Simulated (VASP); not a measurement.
GaIr, 2 atoms in the cell. Symmetry: Fm-3m, No. 225, cubic system. The conventional cell has a = 4.769 Å, b = 4.769 Å, c = 4.769 Å, α = 90.00°, β = 90.00°, γ = 90.00°. Within 3.1 Å of Ga (site symmetry m-3m) lie 6 Ir at 2.38 Å. Within 3.1 Å of Ir (site symmetry m-3m) lie 6 Ga at 2.38 Å.  This cell differs from its parent crystal: ratio of the length along [111] to the lengths across it x 2.0, volume and fractional coordinates fixed.

```yaml
Program: VASP 6.6.1
Task: single point
Functional: r2SCAN
Potentials_or_basis: VASP PAW PBE potentials, release 64 (Ga_d, Ir)
Cutoff: 520 eV
k_mesh: 18 × 18 × 18
Occupations: gaussian, width 0.15 eV
Spin: no spin polarisation
Dipole_correction: no
Further_INCAR_settings: ALGO = Normal; EDIFF = 1e-06; NBANDS = 18
```

Potentials or basis: VASP PAW PBE potentials, release 64 (Ga_d, Ir).

Run with:

```sh
$ cat potpaw_PBE.64/Ga_d/POTCAR potpaw_PBE.64/Ir/POTCAR > POTCAR
$ cp INCAR.step1 INCAR
$ mpirun -np 1 vasp_std > vasp.out
$ cp INCAR.step2 INCAR
$ mpirun -np 1 vasp_std > vasp.out
```

Hardware: 1 thread of Intel(R) Xeon(R) Platinum 8259CL CPU @ 2.50GHz (Skylake/Cascade Lake) (shared host).

**Question.** How long does it take, and how much memory?

**Answer.** It took 6 min on 1 thread of Intel(R) Xeon(R) Platinum 8259CL CPU @ 2.50GHz (Skylake/Cascade Lake) (shared host), peak memory 0.25 GiB. Counts: k points 195.
